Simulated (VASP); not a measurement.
Input of a VASP 6.6.1 run:

Contents of INCAR:

```
ALGO = Normal
EDIFF = 1E-6
ENCUT = 520
GGA = PE
ISIF = 2
ISMEAR = 0
LASPH = True
LCHARG = False
LREAL = False
LWAVE = False
NBANDS = 28
NELM = 80
PREC = Accurate
SIGMA = 0.1
```

KPOINTS

```
k-points
0
Gamma
  12 12 12
```

Contents of POSCAR:

```
Hf2Si3N
1.0
    2.6438684488      1.5264381606      3.6927180316
   -2.6438684488      1.5264381606      3.6927180316
    0.0000000000     -3.0528763213      3.6927180316
Hf Si N
2 3 1
Direct
    0.6304133741      0.6304133741      0.6304133741
    0.3695866259      0.3695866259      0.3695866259
    0.0000000000      0.5000000000      0.0000000000
    0.5000000000      0.0000000000      0.0000000000
    0.0000000000      0.0000000000      0.5000000000
    0.0000000000      0.0000000000      0.0000000000
```

Potentials or basis: VASP PAW PBE potentials, release 64 (Hf_pv, Si, N).

Launch:

```bash
$ cat potpaw_PBE.64/Hf_pv/POTCAR potpaw_PBE.64/Si/POTCAR potpaw_PBE.64/N/POTCAR > POTCAR
$ mpirun -np 1 vasp_std > vasp.out
```

(1) What does it give for the largest force?

(2) Predict the pressure.

Results:

(1) 0.010 eV/Å.

(2) -0.3 GPa.
